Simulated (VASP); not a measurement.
ScTeI4, 6 atoms in the cell. Symmetry: Cmmm, No. 65, orthorhombic system. The conventional cell has a = 9.308 Å, b = 9.720 Å, c = 4.641 Å, α = 90.00°, β = 90.00°, γ = 90.00°. Sc (site symmetry mmm) has 6 I at 2.71 to 3.00 Å within 3.6 Å. Within 3.9 Å of Te (site symmetry mmm) lie 6 I at 2.95 to 3.03 Å. I (site symmetry m2m) has 1 Te at 2.95 Å and 2 Sc at 3.00 Å and 9 I at 3.82 to 4.23 Å within 4.3 Å. Within 3.6 Å of I (site symmetry 2mm) lie 1 Sc at 2.71 Å and 2 Te at 3.03 Å. The cell was generated, and may not be a known phase.

```yaml
Program: VASP 6.6.1
Task: single point
Functional: PBE
Potentials_or_basis: VASP PAW PBE potentials, release 64 (Sc_sv, Te, I)
Cutoff: 520 eV
k_mesh: 4 × 4 × 4
Occupations: gaussian, width 0.1 eV
Spin: no spin polarisation
Dipole_correction: no
Further_INCAR_settings: ALGO = Normal; EDIFF = 1e-07; NBANDS = 32
```

Potentials or basis: VASP PAW PBE potentials, release 64 (Sc_sv, Te, I).

Run with:

```bash
$ cat potpaw_PBE.64/Sc_sv/POTCAR potpaw_PBE.64/Te/POTCAR potpaw_PBE.64/I/POTCAR > POTCAR
$ mpirun -np 1 vasp_std > vasp.out
```

Hardware: 1 thread of Intel(R) Xeon(R) 6975P-C (Granite Rapids) (shared host).

Task: How long does it take, and how much memory?

Result: Run time: 84 s on 1 thread of Intel(R) Xeon(R) 6975P-C (Granite Rapids) (shared host), peak memory 0.37 GiB. Counts: scf iterations 17, k points 21.
